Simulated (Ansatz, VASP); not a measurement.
Sb in VASP and in Ansatz

The input INCAR:

```
PREC = Accurate
ENCUT = 500
EDIFF = 1E-6
ISMEAR = -1
SIGMA = 0.08
LREAL = F
LASPH = T
NELM = 120
ALGO = Normal
ISIF = 2
LWAVE = F
LCHARG = F
GGA = PE
NBANDS = 8
GGA_COMPAT = F
```

File KPOINTS:

```
Automatic mesh
0
Gamma
  12 12 12
```

Contents of POSCAR:

```
Sb
1.0
    3.1387913073      0.0000000000      0.0000000000
    0.0000000000      3.1387913073      0.0000000000
    0.0000000000      0.0000000000      3.1387913073
Sb
1
Direct
    0.0000000000      0.0000000000      0.0000000000
```

Input for Ansatz:

```yaml
crystal:
  lattice:
    - [3.1387913073, 0.0, 0.0]
    - [0.0, 3.1387913073, 0.0]
    - [0.0, 0.0, 3.1387913073]
  atoms:
    - { symbol: Sb, position: [0.0, 0.0, 0.0] }
kpoints:
  mp_grid: { grid: [12, 12, 12] }
scf:
  occupations: { method: fermi_dirac, width: 0.08 }
hamiltonian:
  xc: pbe
  pseudopotentials: { kind: all_electron, lapw: { basis_error: 0.001 } }
output:
  forces: true
  stress: true
  eigenvalues: true
```

Change from the starting cell: volume scaled by 0.98.

Alike in both runs: task single point; functional PBE; k mesh 12 × 12 × 12; occupations fermi-dirac, width 0.08 eV; no spin polarisation.

|  | VASP | Ansatz |
| --- | --- | --- |
| version | VASP 6.6.1 | Ansatz 0.2.0 |
| potentials or method | VASP PAW PBE potentials, release 64 (Sb), cutoff 500 eV | all-electron LAPW, scalar-relativistic |

```csv
,VASP,Ansatz,Ansatz less VASP
pressure (GPa),-1.3,-1.3,+0.05
```

Ansatz ran all-electron here, and VASP with PAW potentials.

Spin-orbit coupling is off throughout.
